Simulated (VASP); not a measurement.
Set up this calculation in VASP 6.6.1, as the native input.

- Task: single point
- Functional: PBE
- Potentials or basis: VASP PAW PBE potentials, release 64 (Zn, F)
- Cutoff: 600 eV
- k mesh: 6 × 6 × 8
- Occupations: fermi-dirac, width 0.02 eV
- Spin: no spin polarisation
- Dipole correction: no
- Further INCAR settings: ALGO = Normal; EDIFF = 1e-06; NBANDS = 35

The structure of ZnF2 lies in POSCAR:

```
ZnF2
1.0
    4.7033622564      0.0000000000      0.0000000000
    0.0000000000      4.7033622564      0.0000000000
    0.0000000000      0.0000000000      3.1267882527
Zn F
2 4
Direct
    0.0000000000      0.0000000000      0.0000000000
    0.5000000000      0.5000000000      0.5000000000
    0.3031905513      0.3031905513      0.0000000000
    0.1968094487      0.8031905513      0.5000000000
    0.6968094487      0.6968094487      0.0000000000
    0.8031905513      0.1968094487      0.5000000000
```

The input as run:

INCAR

```
PREC = Accurate
ENCUT = 600
EDIFF = 1E-6
ISMEAR = -1
SIGMA = 0.02
LREAL = False
LASPH = True
NELM = 120
ALGO = Normal
ISIF = 2
LWAVE = False
LCHARG = False
GGA = PE
NBANDS = 35
GGA_COMPAT = False
```

KPOINTS

```
Automatic mesh
0
Gamma
  6 6 8
```

Potentials or basis: VASP PAW PBE potentials, release 64 (Zn, F).

Command:

```bash
$ cat potpaw_PBE.64/Zn/POTCAR potpaw_PBE.64/F/POTCAR > POTCAR
$ mpirun -np 1 vasp_std > vasp.out
```

Results of the run:

| Item | Value |
| --- | --- |
| Pressure | 7.0 GPa |
| Largest force | 0.043 eV/Å |
| Band gap on the k mesh | 3.51 eV |

Caveat: the cell stands under pressure.

Wall time 120 s on 1 thread of AMD EPYC 7R43 64-Core Processor (Zen 3), on a shared host, peak memory 0.23 GiB.
